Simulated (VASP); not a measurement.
# AgCl (Pm-3m) in VASP: relaxation of cell and atoms with PBEsol

Aim: the relaxation of cell and atoms of AgCl with PBEsol.

Everything below comes from runs of VASP 6.6.1. Logs are shortened: lines on timing, memory, paths and dates and some standing lists are left out, and cuts for length are marked.

## (1) The cell of the first run

The structure is cubic, space group Pm-3m (No. 221). The conventional cell has a = 3.434 Å, b = 3.434 Å, c = 3.434 Å, α = 90.00°, β = 90.00°, γ = 90.00°. Ag (site symmetry m-3m) has 8 Cl at 2.97 Å and 6 Ag at 3.43 Å within 3.9 Å. Cl (site symmetry m-3m) has 8 Ag at 2.97 Å and 6 Cl at 3.43 Å within 3.9 Å.

## (2) Relaxation of cell and atoms, PBEsol

File INCAR:

```
SYSTEM = AgCl
PREC = Accurate
ENCUT = 600
EDIFF = 1E-7
ISMEAR = 0
SIGMA = 0.02
LREAL = .FALSE.
LASPH = .TRUE.
NELM = 100
ALGO = Normal
ISIF = 3
LWAVE = .FALSE.
LCHARG = .FALSE.
GGA = PS
IBRION = 2
NSW = 100
EDIFFG = -0.005
```

File KPOINTS:

```
Automatic mesh
0
G
  10 10 10
  0 0 0
```

File POSCAR:

```
AgCl
1.0
    3.4339730000      0.0000000000      0.0000000000
    0.0000000000      3.4339730000      0.0000000000
    0.0000000000      0.0000000000      3.4339730000
Ag Cl
1 1
Direct
    0.0000000000      0.0000000000      0.0000000000
    0.5000000000      0.5000000000      0.5000000000
```

Potentials or basis: VASP PAW PBE potentials, release 64 (Ag, Cl).

Launch:

```sh
$ cat potpaw_PBE.64/Ag/POTCAR potpaw_PBE.64/Cl/POTCAR > POTCAR
$ mpirun -np 1 vasp_std > vasp.out
```

OUTCAR:

```text
SYSTEM = AgCl
   PREC = Accurate
   ENCUT = 600
   EDIFF = 1E-7
   ISMEAR = 0
   LREAL = .FALSE.
   LASPH = .TRUE.
   NELM = 100
   ISIF = 3
   GGA = PS
   IBRION = 2
   NSW = 100
   EDIFFG = -0.005

 ion  position               nearest neighbor table
   1  0.000  0.000  0.000-   2 2.97   2 2.97   2 2.97   2 2.97   2 2.97   2 2.97   2 2.97   2 2.97

   2  0.500  0.500  0.500-   1 2.97   1 2.97   1 2.97   1 2.97   1 2.97   1 2.97   1 2.97   1 2.97

  LATTYP: Found a simple cubic cell.
 ALAT       =     3.4339730000

  Lattice vectors:

 A1 = (   3.4339730000,   0.0000000000,   0.0000000000)
 A2 = (   0.0000000000,   3.4339730000,   0.0000000000)
 A3 = (   0.0000000000,   0.0000000000,   3.4339730000)

Analysis of symmetry for initial positions (statically):
=====================================================================
 Subroutine PRICEL returns:
 Original cell was already a primitive cell.

 Routine SETGRP: Setting up the symmetry group for a
 simple cubic supercell.

 Subroutine GETGRP returns: Found 48 space group operations
 (whereof 48 operations were pure point group operations)
 out of a pool of 48 trial point group operations.

The static configuration has the point symmetry O_h .

Analysis of symmetry for dynamics (positions and initial velocities):
=====================================================================
 Subroutine PRICEL returns:
 Original cell was already a primitive cell.

 Routine SETGRP: Setting up the symmetry group for a
 simple cubic supercell.

 Subroutine GETGRP returns: Found 48 space group operations
 (whereof 48 operations were pure point group operations)
 out of a pool of 48 trial point group operations.

The dynamic configuration has the point symmetry O_h .

 Subroutine INISYM returns: Found 48 space group operations
 (whereof 48 operations are pure point group operations),
 and found     1 'primitive' translations

----------------------------------------------------------------------------------------

                                     Primitive cell

  volume of cell :      40.4940

  direct lattice vectors                    reciprocal lattice vectors
     3.433973000  0.000000000  0.000000000     0.291207881  0.000000000  0.000000000
     0.000000000  3.433973000  0.000000000     0.000000000  0.291207881  0.000000000
     0.000000000  0.000000000  3.433973000     0.000000000  0.000000000  0.291207881

  length of vectors
     3.433973000  3.433973000  3.433973000     0.291207881  0.291207881  0.291207881

  position of ions in fractional coordinates (direct lattice)
     0.000000000  0.000000000  0.000000000
     0.500000000  0.500000000  0.500000000

  ion indices of the primitive-cell ions
   primitive index   ion index
                 1           1
                 2           2

----------------------------------------------------------------------------------------

 KPOINTS: Automatic mesh

Automatic generation of k-mesh.
 Grid dimensions read from file:
 generate k-points for:   10   10   10

 Generating k-lattice:

  Cartesian coordinates                     Fractional coordinates (reciprocal lattice)
     0.029120788  0.000000000  0.000000000     0.100000000  0.000000000  0.000000000
     0.000000000  0.029120788  0.000000000     0.000000000  0.100000000  0.000000000
     0.000000000  0.000000000  0.029120788     0.000000000  0.000000000  0.100000000

  Length of vectors
     0.029120788  0.029120788  0.029120788

  Shift w.r.t. Gamma in fractional coordinates (k-lattice)
     0.000000000  0.000000000  0.000000000

 Subroutine IBZKPT returns following result:
 ===========================================

 Found     56 irreducible k-points:

 Following reciprocal coordinates:
            Coordinates               Weight
  0.000000  0.000000  0.000000      1.000000
  0.100000  0.000000  0.000000      6.000000
  0.200000  0.000000  0.000000      6.000000
  0.300000  0.000000  0.000000      6.000000
  0.400000  0.000000  0.000000      6.000000
  0.500000  0.000000  0.000000      3.000000
[... 16 lines left out ...]
  0.200000  0.100000  0.100000     24.000000
  0.300000  0.100000  0.100000     24.000000
 [... further k-points ...]
   k-points           NKPTS =     56   k-points in BZ     NKDIM =     56   number of bands    NBANDS=     13
   number of dos      NEDOS =    301   number of ions     NIONS =      2
   total plane-waves  NPLWV =  21952
   dimension x,y,z NGX =    28 NGY =   28 NGZ =   28
   dimension x,y,z NGXF=    56 NGYF=   56 NGZF=   56
   ions per type =               1   1
   NGX,Y,Z   is equivalent  to a cutoff of  13.56, 13.56, 13.56 a.u.
   NGXF,Y,Z  is equivalent  to a cutoff of  27.11, 27.11, 27.11 a.u.
 SYSTEM =  AgCl
   PREC   = accura    normal or accurate (medium, high low for compatibility)
   ISTART =      0    job   : 0-new  1-cont  2-samecut
   ICHARG =      2    charge: 1-file 2-atom 10-const
   ISPIN  =      1    spin polarized calculation?
   LNONCOLLINEAR =      F non collinear calculations
   LSORBIT =      F    spin-orbit coupling
   LASPH  =      T    aspherical Exc in radial PAW
   ENCUT  =  600.0 eV  44.10 Ry    6.64 a.u.   6.86  6.86  6.86*2*pi/ulx,y,z
   NELM   =    100;   NELMIN=  2; NELMDL= -5     # of ELM steps
   EDIFF  = 0.1E-06   stopping-criterion for ELM
   LREAL  =      F    real-space projection
   EDIFFG = -.5E-02   stopping-criterion for IOM
   NSW    =    100    number of steps for IOM
   IBRION =      2    ionic relax: 0-MD 1-quasi-New 2-CG
   NFREE  =      1    steps in history (QN), initial steepest desc. (CG)
   ISIF   =      3    stress and relaxation
   ISYM   =      2    0-nonsym 1-usesym 2-fastsym
   POTIM  = 0.5000    time-step for ionic-motion
   TEBEG  =    0.0;   TEEND  =   0.0 temperature during run
   PSTRESS=    0.0 pullay stress
   NELECT =      18.0000    total number of electrons
   NUPDOWN=      -1.0000    fix difference up-down
   EMIN   =  10.00;   EMAX   =-10.00  energy-range for DOS
   EFERMI =   0.00;   METHOD = LEGACY
   ISMEAR =     0;   SIGMA  =   0.02  broadening in eV -4-tet -1-fermi 0-gaus
   EFERMI_NEDOS =   21; number of points for ismear=-14 and -15
   IALGO  =     38    algorithm
   IMIX   =      4    mixing-type and parameters
     AMIX     =   0.40;   BMIX     =  1.00
     AMIX_MAG =   1.60;   BMIX_MAG =  1.00
  volume/ion in A,a.u.               =      20.25       136.63
  Fermi-wavevector in a.u.,A,eV,Ry     =   1.249402  2.361027 21.238760  1.561005
  Thomas-Fermi vector in A             =   2.383444
   LORBIT       =      0    0 simple, 1 ext, 2 COOP (PROOUT), +10 PAW based schemes
   GGA     = PS    functional components
   LHFCALC =     F    Hartree Fock is set to
   AEXX    =    0.0000 exact exchange contribution
   IVDW    =     0    specifies the selected vdW correction
   LEPSILON=     F    determine dielectric tensor
   LRPA    =     F    only Hartree local field effects (RPA)
 conjugate gradient relaxation of ions
 non-spin polarized calculation
 Gauss-broadening in eV      SIGMA  =   0.02
  energy-cutoff  :      600.00
  volume of cell :       40.49
 maximum number of plane-waves:      1376
 NGX is ok and might be reduce to    28
   NGX = 13   NGY = 13   NGZ = 13

--------------------------------------- Ionic step        1  -------------------------------------------

 number of electron      18.0000002 magnetization

 Free energy of the ion-electron system (eV)
  ---------------------------------------------------
  ext. energy  EPLUGINS =         0.00000000
  ---------------------------------------------------
  free energy    TOTEN  =        -5.76501248 eV

  energy without entropy =       -5.76501248  energy(sigma->0) =       -5.76501248

------------------------ aborting loop because EDIFF is reached ----------------------------------------

  FORCE on cell =-STRESS in cart. coord.  units (eV):
  Direction    XX          YY          ZZ          XY          YZ          ZX
  --------------------------------------------------------------------------------------
  -------------------------------------------------------------------------------------
  Total       -1.1797495     -1.1797495     -1.1797495     -0.0000000     -0.0000000     -0.0000000
  in kB      -46.6777345    -46.6777345    -46.6777345     -0.0000000     -0.0000000     -0.0000000
  external PRESSURE =     -46.6777345 kB  Pullay stress =       0.0000000 kB

 VOLUME and BASIS-vectors are now :
 -----------------------------------------------------------------------------
  energy-cutoff  :      600.00
  volume of cell :       40.49
      direct lattice vectors                 reciprocal lattice vectors
     3.433973000  0.000000000  0.000000000     0.291207881  0.000000000  0.000000000
     0.000000000  3.433973000  0.000000000     0.000000000  0.291207881  0.000000000
     0.000000000  0.000000000  3.433973000     0.000000000  0.000000000  0.291207881
[... 37 lines left out ...]
 POSITION                                       TOTAL-FORCE (eV/Angst)
 -----------------------------------------------------------------------------------
      0.00000      0.00000      0.00000         0.000000     -0.000000      0.000000
      1.66813      1.66813      1.66813        -0.000000      0.000000      0.000000
 -----------------------------------------------------------------------------------
    total drift:                               -0.000000      0.000000      0.000000

  FREE ENERGIE OF THE ION-ELECTRON SYSTEM (eV)
  ---------------------------------------------------
  free  energy   TOTEN  =        -5.8220039655 eV

  energy  without entropy=       -5.8220039655  energy(sigma->0) =       -5.82200397

--------------------------------------- Ionic step        3  -------------------------------------------

 number of electron      17.9999997 magnetization

 Free energy of the ion-electron system (eV)
  ---------------------------------------------------
  ext. energy  EPLUGINS =         0.00000000
  ---------------------------------------------------
  free energy    TOTEN  =        -5.82222532 eV

  energy without entropy =       -5.82222532  energy(sigma->0) =       -5.82222532

 E-fermi :   5.1610     XC(G=0): -11.1108

 val. band max:        4.9921775531   @ k =   0.5000   0.0000   0.0000
 cond. band min:       5.4414354084   @ k =   0.0000   0.0000   0.0000
 fundamental gap:      0.4492578552
 Fermi energy:         5.1610241526

 k-point     1 :       0.0000    0.0000    0.0000
  band No.  band energies     occupation
      1     -10.1920      2.00000
      2       1.8073      2.00000
      3       1.8073      2.00000
      4       2.9687      2.00000
      5       2.9687      2.00000
      6       2.9687      2.00000
      7       3.1586      2.00000
      8       3.1586      2.00000
      9       3.1586      2.00000
     10       5.4414      0.00000
     11      14.1711      0.00000
     12      14.1711      0.00000
     13      19.1941      0.00000

 k-point     2 :       0.1000    0.0000    0.0000
  band No.  band energies     occupation
      1     -10.1403      2.00000
      2       1.6573      2.00000
      3       1.8252      2.00000
      4       2.5962      2.00000
      5       2.5962      2.00000
      6       2.7939      2.00000
      7       2.9749      2.00000
      8       3.5743      2.00000
      9       3.5743      2.00000
     10       6.0072      0.00000
     11      14.1495      0.00000
[... 339 lines left out ...]
 k-point    24 :       0.3000    0.1000    0.1000
  band No.  band energies     occupation
      1      -9.7301      2.00000
      2       0.1578      2.00000
      3       1.6208      2.00000
      4       1.9337      2.00000
      5       2.1294      2.00000
      6       2.8597      2.00000
      7       3.0932      2.00000
      8       3.9377      2.00000
      9       4.4872      2.00000
     10       8.5970      0.00000
     11      12.9830      0.00000
     12      14.3460      0.00000
     13      15.4211      0.00000

 [... further k-points ...]

------------------------ aborting loop because EDIFF is reached ----------------------------------------

  FORCE on cell =-STRESS in cart. coord.  units (eV):
  Direction    XX          YY          ZZ          XY          YZ          ZX
  --------------------------------------------------------------------------------------
  -------------------------------------------------------------------------------------
  Total       -0.0041579     -0.0041579     -0.0041579      0.0000000      0.0000000      0.0000000
  in kB       -0.1803228     -0.1803228     -0.1803228      0.0000000      0.0000000      0.0000000
  external PRESSURE =      -0.1803228 kB  Pullay stress =       0.0000000 kB

 VOLUME and BASIS-vectors are now :
 -----------------------------------------------------------------------------
  energy-cutoff  :      600.00
  volume of cell :       36.94
      direct lattice vectors                 reciprocal lattice vectors
     3.330503113 -0.000000000 -0.000000000     0.300254936  0.000000000  0.000000000
    -0.000000000  3.330503113 -0.000000000     0.000000000  0.300254936  0.000000000
    -0.000000000 -0.000000000  3.330503113     0.000000000  0.000000000  0.300254936

 POSITION                                       TOTAL-FORCE (eV/Angst)
 -----------------------------------------------------------------------------------
      0.00000      0.00000      0.00000         0.000000      0.000000     -0.000000
      1.66525      1.66525      1.66525        -0.000000     -0.000000      0.000000
 -----------------------------------------------------------------------------------
    total drift:                               -0.000000      0.000000      0.000000

  FREE ENERGIE OF THE ION-ELECTRON SYSTEM (eV)
  ---------------------------------------------------
  free  energy   TOTEN  =        -5.8222253176 eV

  energy  without entropy=       -5.8222253176  energy(sigma->0) =       -5.82222532

 reached required accuracy - stopping structural energy minimisation
```

Wall time 2.2 min (1 thread of Intel Xeon 6975P-C, shared host); peak memory 0.19 GiB.

What came out:

| Item | Value |
| --- | --- |
| Free energy | -5.8222 eV |
| Relaxed volume | 18.47 Å³/atom |
| Relaxed cell | a = 3.331 Å, b = 3.331 Å, c = 3.331 Å, α = 90.00°, β = 90.00°, γ = 90.00° |
| Space group after relaxing (to 0.05 Å) | Pm-3m (No. 221) |
| Energy gained by relaxing | 28.6 meV/atom |
| Ionic steps | 3 |
| Pressure after relaxing | 0.0 GPa |
| Band gap on the k mesh | 0.45 eV, indirect (least direct gap 2.28 eV) |

Step by step:
| step | energy change (eV) | largest force (eV/Å) | pressure (GPa) | volume (Å³) |
| --- | --- | --- | --- | --- |
| 1 | 0.0000 | 0.0000 | -4.67 | 40.49 |
| 2 | -0.0570 | 0.0000 | -0.34 | 37.13 |
| 3 | -0.0572 | 0.0000 | -0.02 | 36.94 |

Final structure:
```
CELL_PARAMETERS angstrom
3.33050 0.00000 0.00000
0.00000 3.33050 0.00000
0.00000 0.00000 3.33050
ATOMIC_POSITIONS crystal
Ag 0.00000 0.00000 0.00000
Cl 0.50000 0.50000 0.50000
```

Levels at points of the mesh, in eV from the valence-band top:
| k point | band 6 | band 7 | band 8 | band 9 | band 10 | band 11 | band 12 | band 13 |
| --- | --- | --- | --- | --- | --- | --- | --- | --- |
| (0.00, 0.00, 0.00) | -2.02 | -1.83 | -1.83 | -1.83 | 0.45 | 9.18 | 9.18 | 14.20 |
| (0.50, 0.00, 0.00) | -1.96 | -1.59 | 0.00 | 0.00 | 4.75 | 5.86 | 8.92 | 9.86 |
| (0.50, 0.50, 0.00) | -2.39 | -2.36 | -1.65 | -1.09 | 2.59 | 9.14 | 9.14 | 10.56 |
| (0.50, 0.50, 0.50) | -1.63 | -0.18 | -0.18 | -0.18 | 4.30 | 4.30 | 4.30 | 7.07 |

Caveat: the PAW data sets were made with another functional, which shifts forces and pressure a little.
